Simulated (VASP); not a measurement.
# Al5H (F-43m) in VASP: further runs, part 2 of 3

VASP 6.6.1. Earlier steps stand in the parts before.

**4. Relaxation of cell and atoms, PBE**

Input file INCAR:

```
SYSTEM = Al5H
PREC = Accurate
ENCUT = 600
EDIFF = 1E-7
ISMEAR = 0
SIGMA = 0.1
LREAL = .False.
LASPH = .True.
NELM = 60
ALGO = Normal
ISIF = 3
LWAVE = .False.
LCHARG = .False.
GGA = PE
IBRION = 2
NSW = 90
EDIFFG = -0.04
```

Input file KPOINTS:

```
regular mesh
0
Gamma
  4 4 4
  0 0 0
```

Input file POSCAR:

```
Al5H
1.0
    0.0000000000      3.6074605200      3.6074605200
    3.6074605200      0.0000000000      3.6074605200
    3.6074605200      3.6074605200      0.0000000000
Al H
5 1
Direct
    0.2500000000      0.2500000000      0.2500000000
    0.1295901500      0.6234699500      0.6234699500
    0.6234699500      0.6234699500      0.6234699500
    0.6234699500      0.6234699500      0.1295901500
    0.6234699500      0.1295901500      0.6234699500
    0.0000000000      0.0000000000      0.0000000000
```

Potentials or basis: VASP PAW PBE potentials, release 64 (Al, H).

Run with:

```
> cat potpaw_PBE.64/Al/POTCAR potpaw_PBE.64/H/POTCAR > POTCAR
> mpirun -np 1 vasp_std > vasp.out
```

OUTCAR:

```text
SYSTEM = Al5H
   PREC = Accurate
   ENCUT = 600
   EDIFF = 1E-7
   ISMEAR = 0
   LREAL = .False.
   LASPH = .True.
   NELM = 60
   ISIF = 3
   GGA = PE
   IBRION = 2
   NSW = 90
   EDIFFG = -0.04

 ion  position               nearest neighbor table
   1  0.250  0.250  0.250-   4 2.99   3 2.99   2 2.99   5 2.99   2 2.99   5 2.99   5 2.99   3 2.99
                             4 2.99   3 2.99   4 2.99   2 2.99
   2  0.130  0.623  0.623-   3 2.52   4 2.52   5 2.52   5 2.58   4 2.58   3 2.58   1 2.99   1 2.99
                             1 2.99
   3  0.623  0.623  0.623-   2 2.52   4 2.52   5 2.52   2 2.58   5 2.58   4 2.58   1 2.99   1 2.99
                             1 2.99
   4  0.623  0.623  0.130-   2 2.52   3 2.52   5 2.52   5 2.58   2 2.58   3 2.58   1 2.99   1 2.99
                             1 2.99
   5  0.623  0.130  0.623-   2 2.52   3 2.52   4 2.52   2 2.58   4 2.58   3 2.58   1 2.99   1 2.99
                             1 2.99
   6  0.000  0.000  0.000-

  LATTYP: Found a face centered cubic cell.
 ALAT       =     7.2149210400

  Lattice vectors:

 A1 = (   0.0000000000,   3.6074605200,   3.6074605200)
 A2 = (   3.6074605200,   0.0000000000,   3.6074605200)
 A3 = (   3.6074605200,   3.6074605200,   0.0000000000)

Analysis of symmetry for initial positions (statically):
=====================================================================
 Subroutine PRICEL returns:
 Original cell was already a primitive cell.

 Routine SETGRP: Setting up the symmetry group for a
 face centered cubic supercell.

 Subroutine GETGRP returns: Found 24 space group operations
 (whereof 24 operations were pure point group operations)
 out of a pool of 48 trial point group operations.

The static configuration has the point symmetry T_d .

Analysis of symmetry for dynamics (positions and initial velocities):
=====================================================================
 Subroutine PRICEL returns:
 Original cell was already a primitive cell.

 Routine SETGRP: Setting up the symmetry group for a
 face centered cubic supercell.

 Subroutine GETGRP returns: Found 24 space group operations
 (whereof 24 operations were pure point group operations)
 out of a pool of 48 trial point group operations.

The dynamic configuration has the point symmetry T_d .

 Subroutine INISYM returns: Found 24 space group operations
 (whereof 24 operations are pure point group operations),
 and found     1 'primitive' translations

----------------------------------------------------------------------------------------

                                     Primitive cell

  volume of cell :      93.8933

  direct lattice vectors                    reciprocal lattice vectors
     0.000000000  3.607460520  3.607460520    -0.138601655  0.138601655  0.138601655
     3.607460520  0.000000000  3.607460520     0.138601655 -0.138601655  0.138601655
     3.607460520  3.607460520  0.000000000     0.138601655  0.138601655 -0.138601655

  length of vectors
     5.101719593  5.101719593  5.101719593     0.240065109  0.240065109  0.240065109

  position of ions in fractional coordinates (direct lattice)
     0.250000000  0.250000000  0.250000000
     0.129590150  0.623469950  0.623469950
     0.623469950  0.623469950  0.623469950
     0.623469950  0.623469950  0.129590150
     0.623469950  0.129590150  0.623469950
     0.000000000  0.000000000  0.000000000

[... 24 lines left out ...]
  Length of vectors
     0.060016277  0.060016277  0.060016277

  Shift w.r.t. Gamma in fractional coordinates (k-lattice)
     0.000000000  0.000000000  0.000000000

 Subroutine IBZKPT returns following result:
 ===========================================

 Found      8 irreducible k-points:

 Following reciprocal coordinates:
            Coordinates               Weight
  0.000000  0.000000  0.000000      1.000000
  0.250000  0.000000  0.000000      8.000000
  0.500000  0.000000  0.000000      4.000000
  0.250000  0.250000  0.000000      6.000000
  0.500000  0.250000  0.000000     24.000000
 -0.250000  0.250000  0.000000     12.000000
  0.500000  0.500000  0.000000      3.000000
 -0.250000  0.500000  0.250000      6.000000
   k-points           NKPTS =      8   k-points in BZ     NKDIM =      8   number of bands    NBANDS=     12
   number of dos      NEDOS =    301   number of ions     NIONS =      6
   total plane-waves  NPLWV =  74088
   dimension x,y,z NGX =    42 NGY =   42 NGZ =   42
   dimension x,y,z NGXF=    84 NGYF=   84 NGZF=   84
   ions per type =               5   1
   NGX,Y,Z   is equivalent  to a cutoff of  13.69, 13.69, 13.69 a.u.
   NGXF,Y,Z  is equivalent  to a cutoff of  27.37, 27.37, 27.37 a.u.
 SYSTEM =  Al5H
   PREC   = accura    normal or accurate (medium, high low for compatibility)
   ISTART =      0    job   : 0-new  1-cont  2-samecut
   ICHARG =      2    charge: 1-file 2-atom 10-const
   ISPIN  =      1    spin polarized calculation?
   LNONCOLLINEAR =      F non collinear calculations
   LSORBIT =      F    spin-orbit coupling
   LASPH  =      T    aspherical Exc in radial PAW
   ENCUT  =  600.0 eV  44.10 Ry    6.64 a.u.  10.19 10.19 10.19*2*pi/ulx,y,z
   NELM   =     60;   NELMIN=  2; NELMDL= -5     # of ELM steps
   EDIFF  = 0.1E-06   stopping-criterion for ELM
   LREAL  =      F    real-space projection
   EDIFFG = -.4E-01   stopping-criterion for IOM
   NSW    =     90    number of steps for IOM
   IBRION =      2    ionic relax: 0-MD 1-quasi-New 2-CG
   NFREE  =      1    steps in history (QN), initial steepest desc. (CG)
   ISIF   =      3    stress and relaxation
   ISYM   =      2    0-nonsym 1-usesym 2-fastsym
   POTIM  = 0.5000    time-step for ionic-motion
   TEBEG  =    0.0;   TEEND  =   0.0 temperature during run
   PSTRESS=    0.0 pullay stress
   NELECT =      16.0000    total number of electrons
   NUPDOWN=      -1.0000    fix difference up-down
   EMIN   =  10.00;   EMAX   =-10.00  energy-range for DOS
   EFERMI =   0.00;   METHOD = LEGACY
   ISMEAR =     0;   SIGMA  =   0.10  broadening in eV -4-tet -1-fermi 0-gaus
   EFERMI_NEDOS =   21; number of points for ismear=-14 and -15
   IALGO  =     38    algorithm
   IMIX   =      4    mixing-type and parameters
     AMIX     =   0.40;   BMIX     =  1.00
     AMIX_MAG =   1.60;   BMIX_MAG =  1.00
  volume/ion in A,a.u.               =      15.65       105.60
  Fermi-wavevector in a.u.,A,eV,Ry     =   0.907618  1.715150 11.208084  0.823771
  Thomas-Fermi vector in A             =   2.031447
   LORBIT       =      0    0 simple, 1 ext, 2 COOP (PROOUT), +10 PAW based schemes
   GGA     = PE    functional components
   LHFCALC =     F    Hartree Fock is set to
   AEXX    =    0.0000 exact exchange contribution
   IVDW    =     0    specifies the selected vdW correction
   LEPSILON=     F    determine dielectric tensor
   LRPA    =     F    only Hartree local field effects (RPA)
 conjugate gradient relaxation of ions
 non-spin polarized calculation
 Gauss-broadening in eV      SIGMA  =   0.10
  energy-cutoff  :      600.00
  volume of cell :       93.89
 maximum number of plane-waves:      3156
 NGX is ok and might be reduce to    42
   NGX = 21   NGY = 21   NGZ = 21

--------------------------------------- Ionic step        1  -------------------------------------------

 number of electron      16.0000000 magnetization

 Free energy of the ion-electron system (eV)
  ---------------------------------------------------
  ext. energy  EPLUGINS =         0.00000000
  ---------------------------------------------------
  free energy    TOTEN  =       -18.84187659 eV

  energy without entropy =      -18.83391926  energy(sigma->0) =      -18.83789792

------------------------ aborting loop because EDIFF is reached ----------------------------------------

  FORCE on cell =-STRESS in cart. coord.  units (eV):
  Direction    XX          YY          ZZ          XY          YZ          ZX
  --------------------------------------------------------------------------------------
  -------------------------------------------------------------------------------------
  Total        4.4035300      4.4035300      4.4035300      0.0000000      0.0000000     -0.0000000
  in kB       75.1409681     75.1409681     75.1409681      0.0000000      0.0000000     -0.0000000
  external PRESSURE =      75.1409681 kB  Pullay stress =       0.0000000 kB
[... 107 lines left out ...]
--------------------------------------- Ionic step        4  -------------------------------------------

 number of electron      16.0000000 magnetization

 Free energy of the ion-electron system (eV)
  ---------------------------------------------------
  ext. energy  EPLUGINS =         0.00000000
  ---------------------------------------------------
  free energy    TOTEN  =       -19.10219057 eV

  energy without entropy =      -19.09415908  energy(sigma->0) =      -19.09817483

 E-fermi :   5.7106     XC(G=0):  -9.4109

 val. band max:        5.3519936704   @ k =   0.5000   0.2500   0.0000
 cond. band min:       5.7935415131   @ k =  -0.2500   0.2500   0.0000
 fundamental gap:      0.4415478427
 Fermi energy:         5.7105613082

 k-point     1 :       0.0000    0.0000    0.0000
  band No.  band energies     occupation
      1      -4.5561      2.00000
      2       1.2404      2.00000
      3       3.0088      2.00000
      4       3.1962      2.00000
      5       3.1962      2.00000
      6       3.1962      2.00000
      7       3.8203      2.00000
      8       3.8203      2.00000
      9       3.8203      2.00000
     10       5.0919      2.00000
     11       6.0194      0.00001
     12       6.0194      0.00001
[... 136 lines left out ...]
  FREE ENERGIE OF THE ION-ELECTRON SYSTEM (eV)
  ---------------------------------------------------
  free  energy   TOTEN  =       -19.1021905698 eV

  energy  without entropy=      -19.0941590833  energy(sigma->0) =      -19.09817483

 reached required accuracy - stopping structural energy minimisation
```

CONTCAR:

```text
Al5H
   1.00000000000000
    -0.0000000000000000    3.7330508743994781    3.7330508743994781
     3.7330508743994781    0.0000000000000000    3.7330508743994781
     3.7330508743994781    3.7330508743994781    0.0000000000000000
  Al              H
     5     1
Direct
     0.2500000000000000    0.2500000000000000    0.2500000000000000
     0.1227468271562535    0.6257510576145822    0.6257510576145822
     0.6257510576145822    0.6257510576145822    0.6257510576145822
     0.6257510576145822    0.6257510576145822    0.1227468271562535
     0.6257510576145822    0.1227468271562535    0.6257510576145822
     0.0000000000000000    0.0000000000000000    0.0000000000000000

  0.00000000E+00  0.00000000E+00  0.00000000E+00
  0.00000000E+00  0.00000000E+00  0.00000000E+00
  0.00000000E+00  0.00000000E+00  0.00000000E+00
  0.00000000E+00  0.00000000E+00  0.00000000E+00
  0.00000000E+00  0.00000000E+00  0.00000000E+00
  0.00000000E+00  0.00000000E+00  0.00000000E+00
```

Run time: 85 s. Hardware: 1 thread of Intel Xeon 8259CL, shared host; peak memory 0.25 GiB.

What came out:

| Quantity | Value |
| --- | --- |
| Free energy | -19.1022 eV |
| Relaxed volume | 17.34 Å³/atom |
| Relaxed cell | a = 5.279 Å, b = 5.279 Å, c = 5.279 Å, α = 60.00°, β = 60.00°, γ = 60.00° |
| Space group after relaxing (to 0.1 Å) | F-43m (No. 216) |
| Energy gained by relaxing | 43.4 meV/atom |
| Ionic steps | 4 |
| Pressure after relaxing | -0.1 GPa |
| Largest force after relaxing | 0.014 eV/Å |
| Band gap on the k mesh | zero (bands 8 and 9 overlap by 3.56 eV) |

Forces on the atoms (eV/Å):
```
Al   0.000  0.000  0.000
Al   0.008 -0.008 -0.008
Al   0.008  0.008  0.008
Al  -0.008 -0.008  0.008
Al  -0.008  0.008 -0.008
H    0.000  0.000  0.000
```

Step by step:
| step | energy change (eV) | largest force (eV/Å) | pressure (GPa) | volume (Å³) |
| --- | --- | --- | --- | --- |
| 1 | 0.0000 | 0.8891 | 7.51 | 93.89 |
| 2 | -0.2507 | 0.3324 | -0.13 | 104.22 |
| 3 | -0.2547 | 0.2222 | 0.58 | 102.94 |
| 4 | -0.2603 | 0.0145 | -0.09 | 104.05 |

Final structure:
```
CELL_PARAMETERS angstrom
0.00000 3.73305 3.73305
3.73305 0.00000 3.73305
3.73305 3.73305 0.00000
ATOMIC_POSITIONS crystal
Al 0.25000 0.25000 0.25000
Al 0.12275 0.62575 0.62575
Al 0.62575 0.62575 0.62575
Al 0.62575 0.62575 0.12275
Al 0.62575 0.12275 0.62575
H 0.00000 0.00000 0.00000
```

Levels at points of the mesh, in eV from the Fermi level:
```csv
k point,band 5,band 6,band 7,band 8,band 9,band 10,band 11,band 12
"(0.00, 0.00, 0.00)",-2.51,-2.51,-1.89,-1.89,-1.89,-0.62,0.31,0.31
"(0.50, 0.00, 0.00)",-3.22,-2.26,-2.12,-2.12,0.85,1.63,1.98,1.98
"(0.50, 0.50, 0.00)",-4.58,-4.14,0.80,1.67,2.04,2.04,2.32,3.14
```

Caveat: the k points lie up to 0.36 Å⁻¹ apart in the final cell, too coarse for converged energies and pressures of a metal.

**5. Single point, PBE**

This run uses another cell than the first one, of 17.29 Å³/atom.

Input file INCAR:

```
PREC     = Accurate       # precision mode
ENCUT    = 520            # plane-wave cutoff, eV
EDIFF    = 1E-6           # SCF threshold, eV
ISMEAR   = 0              # smearing method
SIGMA    = 0.1            # smearing width, eV
LREAL    = False          # projectors in reciprocal space
LASPH    = True           # aspherical terms in the spheres
NELM     = 80             # most SCF steps
ALGO     = Normal         # electronic algorithm
ISIF     = 2              # what is computed and relaxed
LWAVE    = False          # write WAVECAR
LCHARG   = True           # write CHGCAR
GGA      = PE             # functional
LELF     = True           # ELF
LVHAR    = True         
NBANDS   = 17             # bands
```

Input file KPOINTS:

```
Automatic mesh
0
Gamma
  10 10 10
```

Input file POSCAR:

```
Al5H
1.0
    0.0000000000      3.7290958588      3.7290958588
    3.7290958588      0.0000000000      3.7290958588
    3.7290958588      3.7290958588      0.0000000000
Al H
5 1
Direct
    0.7500000000      0.7500000000      0.7500000000
    0.3745510202      0.3745510202      0.8763469395
    0.3745510202      0.8763469395      0.3745510202
    0.3745510202      0.3745510202      0.3745510202
    0.8763469395      0.3745510202      0.3745510202
    0.0000000000      0.0000000000      0.0000000000
```

Run with:

```
> cat potpaw_PBE.64/Al/POTCAR potpaw_PBE.64/H/POTCAR > POTCAR
> mpirun -np 1 vasp_std > vasp.out
```

It took 1.8 min on 1 thread of Intel Xeon 8259CL, shared host; peak memory 0.26 GiB.

Results (log left out):

```yaml
Free_energy: -18.9271 eV
Pressure: 0.0 GPa
Band_gap_on_the_k_mesh: zero (bands 8 and 9 overlap by 3.57 eV)
```

Levels at points of the mesh, in eV from the Fermi level:
```
           k point  band 6  band 7  band 8  band 9  band 10  band 11
(0.00, 0.00, 0.00)   -2.47   -1.84   -1.84   -1.84    -0.54     0.36
(0.50, 0.00, 0.00)   -2.20   -2.07   -2.07    0.91     1.68     2.04
(0.50, 0.50, 0.00)   -4.09    0.86    1.73    2.09     2.09     2.38
```

[end of part 2 of 3]
